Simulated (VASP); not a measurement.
# AlNi (Pm-3m) in VASP: further runs

The runs below take AlNi through single point, with PBE.

Program: VASP 6.6.1. These are calculated values, not measurements. Logs are shortened: lines on timing, memory, paths and dates and some standing lists are left out, and cuts for length are marked.

### Step 1. The cell of the first run

Symmetry: Pm-3m, No. 221, cubic system. The conventional cell has a = 2.864 Å, b = 2.864 Å, c = 2.864 Å, α = 90.00°, β = 90.00°, γ = 90.00°. Within 3.3 Å of Al (site symmetry m-3m) lie 8 Ni at 2.48 Å and 6 Al at 2.86 Å. Ni (site symmetry m-3m) has 8 Al at 2.48 Å and 6 Ni at 2.86 Å within 3.3 Å.

### Step 2. Single point, PBE

File INCAR:

```
ALGO = Normal
EDIFF = 1E-6
ENCUT = 600
GGA = PE
GGA_COMPAT = F
ISIF = 2
ISMEAR = 0
LASPH = T
LCHARG = T
LELF = T
LREAL = F
LVHAR = T
LWAVE = F
NBANDS = 14
NELM = 120
PREC = Accurate
SIGMA = 0.1
```

File KPOINTS:

```
k-points
0
Gamma
  18 18 18
```

File POSCAR:

```
AlNi
1.0
    2.8638584698      0.0000000000      0.0000000000
    0.0000000000      2.8638584698      0.0000000000
    0.0000000000      0.0000000000      2.8638584698
Al Ni
1 1
Direct
    0.0000000000      0.0000000000      0.0000000000
    0.5000000000      0.5000000000      0.5000000000
```

Potentials or basis: VASP PAW PBE potentials, release 64 (Al, Ni).

Started as:

```sh
$ cat potpaw_PBE.64/Al/POTCAR potpaw_PBE.64/Ni/POTCAR > POTCAR
$ mpirun -np 1 vasp_std > vasp.out
```

OUTCAR:

```text
EDIFF = 1E-6
   ENCUT = 600
   GGA = PE
   ISIF = 2
   ISMEAR = 0
   LASPH = T
   LREAL = F
   NELM = 120
   PREC = Accurate

 ion  position               nearest neighbor table
   1  0.000  0.000  0.000-   2 2.48   2 2.48   2 2.48   2 2.48   2 2.48   2 2.48   2 2.48   2 2.48

   2  0.500  0.500  0.500-   1 2.48   1 2.48   1 2.48   1 2.48   1 2.48   1 2.48   1 2.48   1 2.48

  LATTYP: Found a simple cubic cell.
 ALAT       =     2.8638584698

  Lattice vectors:

 A1 = (   2.8638584698,   0.0000000000,   0.0000000000)
 A2 = (   0.0000000000,   2.8638584698,   0.0000000000)
 A3 = (   0.0000000000,   0.0000000000,   2.8638584698)

Analysis of symmetry for initial positions (statically):
=====================================================================
 Subroutine PRICEL returns:
 Original cell was already a primitive cell.

 Routine SETGRP: Setting up the symmetry group for a
 simple cubic supercell.

 Subroutine GETGRP returns: Found 48 space group operations
 (whereof 48 operations were pure point group operations)
 out of a pool of 48 trial point group operations.

The static configuration has the point symmetry O_h .

Analysis of symmetry for dynamics (positions and initial velocities):
=====================================================================
 Subroutine PRICEL returns:
 Original cell was already a primitive cell.

 Routine SETGRP: Setting up the symmetry group for a
 simple cubic supercell.

 Subroutine GETGRP returns: Found 48 space group operations
 (whereof 48 operations were pure point group operations)
 out of a pool of 48 trial point group operations.

The dynamic configuration has the point symmetry O_h .

 Subroutine INISYM returns: Found 48 space group operations
 (whereof 48 operations are pure point group operations),
 and found     1 'primitive' translations

----------------------------------------------------------------------------------------

                                     Primitive cell

  volume of cell :      23.4885

  direct lattice vectors                    reciprocal lattice vectors
     2.863858470  0.000000000  0.000000000     0.349179267  0.000000000  0.000000000
     0.000000000  2.863858470  0.000000000     0.000000000  0.349179267  0.000000000
     0.000000000  0.000000000  2.863858470     0.000000000  0.000000000  0.349179267

  length of vectors
     2.863858470  2.863858470  2.863858470     0.349179267  0.349179267  0.349179267

  position of ions in fractional coordinates (direct lattice)
     0.000000000  0.000000000  0.000000000
     0.500000000  0.500000000  0.500000000

  ion indices of the primitive-cell ions
   primitive index   ion index
                 1           1
                 2           2

----------------------------------------------------------------------------------------

 KPOINTS: k-points

Automatic generation of k-mesh.
 Grid dimensions read from file:
 generate k-points for:   18   18   18

 Generating k-lattice:

  Cartesian coordinates                     Fractional coordinates (reciprocal lattice)
     0.019398848  0.000000000  0.000000000     0.055555556  0.000000000  0.000000000
     0.000000000  0.019398848  0.000000000     0.000000000  0.055555556  0.000000000
     0.000000000  0.000000000  0.019398848     0.000000000  0.000000000  0.055555556

  Length of vectors
     0.019398848  0.019398848  0.019398848

  Shift w.r.t. Gamma in fractional coordinates (k-lattice)
     0.000000000  0.000000000  0.000000000

 Subroutine IBZKPT returns following result:
 ===========================================

 Found    220 irreducible k-points:

 Following reciprocal coordinates:
            Coordinates               Weight
  0.000000  0.000000  0.000000      1.000000
  0.055556  0.000000  0.000000      6.000000
  0.111111  0.000000  0.000000      6.000000
  0.166667  0.000000  0.000000      6.000000
  0.222222  0.000000  0.000000      6.000000
  0.277778  0.000000  0.000000      6.000000
[... 16 lines left out ...]
  0.277778  0.111111  0.000000     24.000000
  0.333333  0.111111  0.000000     24.000000
 [... further k-points ...]
   k-points           NKPTS =    220   k-points in BZ     NKDIM =    220   number of bands    NBANDS=     14
   number of dos      NEDOS =    301   number of ions     NIONS =      2
   total plane-waves  NPLWV =  13824
   dimension x,y,z NGX =    24 NGY =   24 NGZ =   24
   dimension x,y,z NGXF=    48 NGYF=   48 NGZF=   48
   ions per type =               1   1
   NGX,Y,Z   is equivalent  to a cutoff of  13.93, 13.93, 13.93 a.u.
   NGXF,Y,Z  is equivalent  to a cutoff of  27.86, 27.86, 27.86 a.u.
 SYSTEM =  unknown system
   PREC   = accura    normal or accurate (medium, high low for compatibility)
   ISTART =      0    job   : 0-new  1-cont  2-samecut
   ICHARG =      2    charge: 1-file 2-atom 10-const
   ISPIN  =      1    spin polarized calculation?
   LNONCOLLINEAR =      F non collinear calculations
   LSORBIT =      F    spin-orbit coupling
   LASPH  =      T    aspherical Exc in radial PAW
   ENCUT  =  600.0 eV  44.10 Ry    6.64 a.u.   5.72  5.72  5.72*2*pi/ulx,y,z
   NELM   =    120;   NELMIN=  2; NELMDL= -5     # of ELM steps
   EDIFF  = 0.1E-05   stopping-criterion for ELM
   LREAL  =      F    real-space projection
[... 7 lines left out ...]
   TEBEG  =    0.0;   TEEND  =   0.0 temperature during run
   PSTRESS=    0.0 pullay stress
   NELECT =      13.0000    total number of electrons
   NUPDOWN=      -1.0000    fix difference up-down
   EMIN   =  10.00;   EMAX   =-10.00  energy-range for DOS
   EFERMI =   0.00;   METHOD = LEGACY
   ISMEAR =     0;   SIGMA  =   0.10  broadening in eV -4-tet -1-fermi 0-gaus
   EFERMI_NEDOS =   21; number of points for ismear=-14 and -15
   IALGO  =     38    algorithm
   IMIX   =      4    mixing-type and parameters
     AMIX     =   0.40;   BMIX     =  1.00
     AMIX_MAG =   1.60;   BMIX_MAG =  1.00
  volume/ion in A,a.u.               =      11.74        79.25
  Fermi-wavevector in a.u.,A,eV,Ry     =   1.344119  2.540017 24.581047  1.806656
  Thomas-Fermi vector in A             =   2.472138
   LORBIT       =      0    0 simple, 1 ext, 2 COOP (PROOUT), +10 PAW based schemes
   GGA     = PE    functional components
   LHFCALC =     F    Hartree Fock is set to
   AEXX    =    0.0000 exact exchange contribution
   IVDW    =     0    specifies the selected vdW correction
   LEPSILON=     F    determine dielectric tensor
   LRPA    =     F    only Hartree local field effects (RPA)
 non-spin polarized calculation
 Gauss-broadening in eV      SIGMA  =   0.10
  energy-cutoff  :      600.00
  volume of cell :       23.49
 maximum number of plane-waves:       804
 NGX is ok and might be reduce to    24

 number of electron      13.0000011 magnetization

 Free energy of the ion-electron system (eV)
  ---------------------------------------------------
  ext. energy  EPLUGINS =         0.00000000
  ---------------------------------------------------
  free energy    TOTEN  =       -10.52937779 eV

  energy without entropy =      -10.52569247  energy(sigma->0) =      -10.52753513

 E-fermi :  10.2717     XC(G=0): -12.1344

 val. band max:       10.2440565995   @ k =   0.3333   0.1111   0.0556
 cond. band min:      10.2746092097   @ k =   0.3333   0.3333   0.0556
 fundamental gap:      0.0305526102
 Fermi energy:        10.2716721264

 k-point     1 :       0.0000    0.0000    0.0000
  band No.  band energies     occupation
      1      -1.0050      2.00000
      2       6.9531      2.00000
      3       6.9531      2.00000
      4       8.6879      2.00000
      5       8.6879      2.00000
      6       8.6879      2.00000
      7      15.8407      0.00000
      8      15.8407      0.00000
      9      15.8407      0.00000
     10      18.4475      0.00000
     11      18.4475      0.00000
     12      24.3304      0.00000
     13      31.4013      0.00000
     14      31.4013      0.00000

 k-point     2 :       0.0556    0.0000    0.0000
  band No.  band energies     occupation
      1      -0.9474      2.00000
      2       6.9494      2.00000
      3       6.9669      2.00000
      4       8.6623      2.00000
      5       8.6623      2.00000
      6       8.6906      2.00000
      7      15.1766      0.00000
      8      15.9171      0.00000
      9      15.9171      0.00000
     10      18.4502      0.00000
     11      19.0574      0.00000
     12      24.5277      0.00000
     13      30.6777      0.00000
     14      30.6777      0.00000

 k-point     3 :       0.1111    0.0000    0.0000
  band No.  band energies     occupation
      1      -0.7750      2.00000
      2       6.9299      2.00000
      3       7.0070      2.00000
      4       8.5904      2.00000
      5       8.5904      2.00000
      6       8.6984      2.00000
      7      13.9568      0.00000
      8      16.1417      0.00000
      9      16.1417      0.00000
     10      18.4580      0.00000
     11      20.0913      0.00000
     12      25.1484      0.00000
     13      29.3648      0.00000
     14      29.3648      0.00000

 k-point     4 :       0.1667    0.0000    0.0000
  band No.  band energies     occupation
      1      -0.4895      2.00000
      2       6.8660      2.00000
      3       7.0693      2.00000
      4       8.4848      2.00000
      5       8.4848      2.00000
      6       8.7104      2.00000
      7      12.7068      0.00000
      8      16.5026      0.00000
      9      16.5026      0.00000
     10      18.4707      0.00000
     11      21.0114      0.00000
     12      26.2209      0.00000
     13      27.9821      0.00000
     14      27.9821      0.00000

 k-point     5 :       0.2222    0.0000    0.0000
  band No.  band energies     occupation
      1      -0.0935      2.00000
      2       6.7043      2.00000
      3       7.1472      2.00000
      4       8.3619      2.00000
      5       8.3619      2.00000
      6       8.7251      2.00000
      7      11.5883      0.00000
      8      16.9844      0.00000
      9      16.9844      0.00000
     10      18.4875      0.00000
     11      21.7543      0.00000
[... 276 lines left out ...]
 k-point    22 :       0.2222    0.1111    0.0000
  band No.  band energies     occupation
      1       0.1295      2.00000
      2       6.7843      2.00000
      3       7.1453      2.00000
      4       8.2367      2.00000
      5       8.3742      2.00000
      6       8.6380      2.00000
      7      11.7633      0.00000
      8      14.9916      0.00000
      9      17.2702      0.00000
     10      19.5521      0.00000
     11      22.9514      0.00000
     12      24.6552      0.00000
     13      26.7838      0.00000
     14      27.9598      0.00000

 k-point    23 :       0.2778    0.1111    0.0000
  band No.  band energies     occupation
      1       0.6277      2.00000
      2       6.4667      2.00000
      3       7.2363      2.00000
      4       8.1275      2.00000
      5       8.2535      2.00000
      6       8.6549      2.00000
      7      10.8523      0.00000
      8      15.4585      0.00000
      9      17.8516      0.00000
     10      19.5907      0.00000
     11      23.4502      0.00000
     12      23.7576      0.00000
     13      25.5057      0.00000
     14      28.4400      0.00000

 k-point    24 :       0.3333    0.1111    0.0000
  band No.  band energies     occupation
      1       1.2251      2.00000
      2       5.9290      2.00000
      3       7.3277      2.00000
      4       8.0436      2.00000
      5       8.1451      2.00000
      6       8.6712      2.00000
      7      10.2135      1.58940
      8      15.9958      0.00000
      9      18.5252      0.00000
     10      19.5336      0.00000
     11      22.5943      0.00000
     12      24.2979      0.00000
     13      24.3475      0.00000
     14      27.5662      0.00000

 [... further k-points ...]

------------------------ aborting loop because EDIFF is reached ----------------------------------------

  FORCE on cell =-STRESS in cart. coord.  units (eV):
  Direction    XX          YY          ZZ          XY          YZ          ZX
  --------------------------------------------------------------------------------------
  -------------------------------------------------------------------------------------
  Total        0.7495533      0.7495533      0.7495533     -0.0000000      0.0000000     -0.0000000
  in kB       51.1279562     51.1279562     51.1279562     -0.0000000      0.0000000     -0.0000000
  external PRESSURE =      51.1279562 kB  Pullay stress =       0.0000000 kB

 VOLUME and BASIS-vectors are now :
 -----------------------------------------------------------------------------
  energy-cutoff  :      600.00
  volume of cell :       23.49
      direct lattice vectors                 reciprocal lattice vectors
     2.863858470  0.000000000  0.000000000     0.349179267  0.000000000  0.000000000
     0.000000000  2.863858470  0.000000000     0.000000000  0.349179267  0.000000000
     0.000000000  0.000000000  2.863858470     0.000000000  0.000000000  0.349179267

 POSITION                                       TOTAL-FORCE (eV/Angst)
 -----------------------------------------------------------------------------------
      0.00000      0.00000      0.00000         0.000000      0.000000      0.000000
      1.43193      1.43193      1.43193         0.000000      0.000000      0.000000
 -----------------------------------------------------------------------------------
    total drift:                                0.000000      0.000000     -0.000000

  FREE ENERGIE OF THE ION-ELECTRON SYSTEM (eV)
  ---------------------------------------------------
  free  energy   TOTEN  =       -10.5293777909 eV

  energy  without entropy=      -10.5256924656  energy(sigma->0) =      -10.52753513
```

It took 75 s on 1 thread of AMD EPYC 7R13, shared host; peak memory 0.18 GiB.

Results:

```yaml
Free_energy: -10.5294 eV
Pressure: 5.1 GPa
Band_gap_on_the_k_mesh: zero (an odd number of electrons rules out a gap without spin polarisation)
```

Caveat: the cell stands under pressure. Spin polarisation is off, so any magnetic state and its effect on volume and gap are missing.

### Step 3. Single point, PBE

This run uses another cell than the first one, of 12.11 Å³/atom.

File INCAR:

```
ALGO = Fast ; EDIFF = 1E-6
ENCUT = 520 ; GGA = PE
ISIF = 2 ; ISMEAR = 0
LASPH = T ; LCHARG = F
LREAL = F ; LWAVE = F
NBANDS = 14 ; NELM = 60
PREC = Accurate ; SIGMA = 0.15
```

File KPOINTS:

```
k-points
0
Gamma
  12 12 12
```

File POSCAR:

```
AlNi
1.0
    2.8930835342      0.0000000000      0.0000000000
    0.0000000000      2.8930835342      0.0000000000
    0.0000000000      0.0000000000      2.8930835342
Al Ni
1 1
Direct
    0.0000000000      0.0000000000      0.0000000000
    0.5000000000      0.5000000000      0.5000000000
```

Potentials or basis: VASP PAW PBE potentials, release 64 (Al, Ni).

Started as:

```sh
$ cat potpaw_PBE.64/Al/POTCAR potpaw_PBE.64/Ni/POTCAR > POTCAR
$ mpirun -np 1 vasp_std > vasp.out
```

Run time: 22 s. Hardware: 1 thread of AMD EPYC 7R13 (Zen 3), shared host; peak memory 0.12 GiB.

The run converged. Its results:

```yaml
Free_energy: -10.5417 eV
Pressure: -0.1 GPa
Band_gap_on_the_k_mesh: zero (an odd number of electrons rules out a gap without spin polarisation)
```

Levels at points of the mesh, in eV from the Fermi level:
```tsv
k point	band 5	band 6	band 7	band 8	band 9	band 10
(0.00, 0.00, 0.00)	-1.54	-1.54	5.42	5.42	5.42	8.06
(0.50, 0.00, 0.00)	-2.24	-1.46	-0.67	8.24	9.93	9.93
(0.50, 0.50, 0.00)	-2.07	-2.07	-1.03	1.43	2.38	12.11
(0.50, 0.50, 0.50)	-1.00	1.99	1.99	1.99	3.55	4.36
```

Spin polarisation is off, so any magnetic state and its effect on volume and gap are missing.

### Step 4. Single point, PBE

This run uses another cell than the first one, of 12.11 Å³/atom.

File INCAR:

```
SYSTEM = AlNi
PREC = Accurate
ENCUT = 520
EDIFF = 1E-6
ISMEAR = 0
SIGMA = 0.1
LREAL = .False.
LASPH = .True.
NELM = 80
ALGO = Normal
ISIF = 2
LWAVE = .False.
LCHARG = .False.
GGA = PE
NBANDS = 14
```

File KPOINTS:

```
regular mesh
0
Gamma
  14 14 14
  0 0 0
```

POSCAR is that of step 3.

Started as:

```sh
$ cat potpaw_PBE.64/Al/POTCAR potpaw_PBE.64/Ni/POTCAR > POTCAR
$ mpirun -np 1 vasp_std > vasp.out
```

It took 22 s on 1 thread of AMD EPYC 7R13 (Zen 3), shared host; peak memory 0.14 GiB.

It converged, with:

```yaml
Free_energy: -10.5396 eV
Pressure: 0.0 GPa
Band_gap_on_the_k_mesh: zero (an odd number of electrons rules out a gap without spin polarisation)
```

Levels at points of the mesh, in eV from the Fermi level:
| k point | band 5 | band 6 | band 7 | band 8 | band 9 | band 10 |
| --- | --- | --- | --- | --- | --- | --- |
| (0.00, 0.00, 0.00) | -1.48 | -1.48 | 5.48 | 5.48 | 5.48 | 8.11 |
| (0.50, 0.00, 0.00) | -2.18 | -1.40 | -0.61 | 8.29 | 9.99 | 9.99 |
| (0.50, 0.50, 0.00) | -2.01 | -2.01 | -0.97 | 1.49 | 2.44 | 12.16 |
| (0.50, 0.50, 0.50) | -0.94 | 2.05 | 2.05 | 2.05 | 3.61 | 4.42 |

Spin polarisation is off, so any magnetic state and its effect on volume and gap are missing.

### Step 5. Single point, PBE

This run uses another cell than the first one: it holds 4 atoms, not 2.

File INCAR:

```
PREC = Accurate
ENCUT = 520
EDIFF = 1E-6
ISMEAR = 0
SIGMA = 0.15
LREAL = F
LASPH = T
NELM = 80
ALGO = Normal
ISIF = 2
LWAVE = F
LCHARG = T
GGA = PE
LELF = T
LVHAR = T
NBANDS = 21
```

File KPOINTS:

```
Automatic mesh
0
Gamma
  12 12 6
```

File POSCAR:

```
AlNi
1.0
    2.8930835342      0.0000000000      0.0000000000
    0.0000000000      2.8930835342      0.0000000000
    0.0000000000      0.0000000000      5.7861670685
Al Ni
2 2
Direct
    0.0000000000      0.0000000000      0.5000000000
    0.0000000000      0.0000000000      0.0000000000
    0.5000000000      0.5000000000      0.2500000000
    0.5000000000      0.5000000000      0.7500000000
```

Started as:

```sh
$ cat potpaw_PBE.64/Al/POTCAR potpaw_PBE.64/Ni/POTCAR > POTCAR
$ mpirun -np 1 vasp_std > vasp.out
```

It took 70 s on 1 thread of AMD EPYC 7R13 (Zen 3), shared host; peak memory 0.21 GiB.

The run converged. Its results:

```
Free energy            : -21.0834 eV
Pressure               : 0.2 GPa
Band gap on the k mesh : zero (bands 13 and 14 overlap by 2.92 eV)
```

Levels at points of the mesh, in eV from the Fermi level:
| k point | band 11 | band 12 | band 13 | band 14 | band 15 | band 16 |
| --- | --- | --- | --- | --- | --- | --- |
| (0.00, 0.00, 0.00) | -1.55 | -1.46 | -0.67 | 5.42 | 5.42 | 5.42 |
| (0.50, 0.00, 0.00) | -2.07 | -1.46 | -1.03 | -0.67 | 1.43 | 2.38 |
| (0.50, 0.50, 0.00) | -1.00 | -1.00 | 1.43 | 1.99 | 1.99 | 1.99 |
| (0.00, 0.00, 0.50) | -1.50 | -1.50 | 0.78 | 0.78 | 6.82 | 6.82 |
| (0.50, 0.00, 0.50) | -1.78 | -1.78 | -0.71 | -0.71 | 4.68 | 4.68 |
| (0.50, 0.50, 0.50) | -0.36 | -0.36 | -0.36 | -0.36 | 1.59 | 1.59 |

### Step 6. The runs side by side

```csv
cell,k mesh,cutoff (eV),smearing,mended,gap on the mesh (eV),pressure (GPa)
"a = 2.864 Å, 2 atoms, atomic positions A",18 × 18 × 18,600,gaussian 0.1 eV,yes,none,5.1
"a = 2.893 Å, 2 atoms, atomic positions A",12 × 12 × 12,520,gaussian 0.15 eV,-,none,-0.1
"a = 2.893 Å, 2 atoms, atomic positions A",14 × 14 × 14,520,gaussian 0.1 eV,-,none,0.0
"a = 2.893, b = 2.893, c = 5.786 Å, 4 atoms, atomic positions B",12 × 12 × 6,520,gaussian 0.15 eV,-,none,0.2
```

Alike in all rows: task single point; level PBE; potentials or basis VASP PAW PBE potentials, release 64 (Al, Ni); no spin polarisation.

Caveats: the cell stands under pressure (at least some runs).

Total energies depend on the potentials used, so only differences within one code and one set of settings carry meaning.
